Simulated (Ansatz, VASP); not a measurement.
**Si: VASP beside Ansatz**

INCAR

```
ALGO = Normal
EDIFF = 1E-6
ENCUT = 500
GGA = RP
GGA_COMPAT = False
ISIF = 2
ISMEAR = -1
LASPH = True
LCHARG = True
LELF = True
LREAL = False
LVHAR = True
LWAVE = False
NBANDS = 8
NELM = 120
PREC = Accurate
SIGMA = 0.15
```

Contents of KPOINTS:

```
k-points
0
Gamma
  13 13 13
```

File POSCAR:

```
Si
1.0
   -1.6269150000      1.6269150000      1.3203300000
    1.6269150000     -1.6269150000      1.3203300000
    1.6269150000      1.6269150000     -1.3203300000
Si
1
Direct
    0.0000000000      0.0000000000      0.0000000000
```

Input for Ansatz:

```yaml
crystal:
  lattice:
    a: 3.25383
    b: 3.25383
    c: 2.64066
    alpha: 90.0
    beta: 90.0
    gamma: 90.0
  space_group: 139
  setting:
    hermann_mauguin: I4/mmm
  atoms:
    - { symbol: Si, position: [0.0, 0.0, 0.0] }
  reduce_to_primitive: true
basis:
  ecutwfc: 550.0
kpoints:
  mp_grid:
    grid: [13, 13, 13]
hamiltonian:
  xc: rpbe
scf:
  occupations:
    method: fermi_dirac
    width: 0.15
output:
  stress: true
```

Alike in both runs: task single point; functional RPBE; k mesh 13 × 13 × 13; occupations fermi-dirac, width 0.15 eV; no spin polarisation.

|  | VASP | Ansatz |
| --- | --- | --- |
| version | VASP 6.6.1 | Ansatz 0.2.0 |
| potentials or method | VASP PAW PBE potentials, release 64 (Si), cutoff 500 eV | plane waves, PAW |
| valence electrons in the cell | 4 | 4 |

Ansatz gave:

* pressure (GPa): 4.9
* traceless stress, the component that is largest in VASP (GPa): -1.09

Question: What did VASP give for the same quantities?

Answer: Pressure (GPa): 4.4; traceless stress, the component that is largest in VASP (GPa): -1.19.

VASP's potentials were made for PBE, not for RPBE.
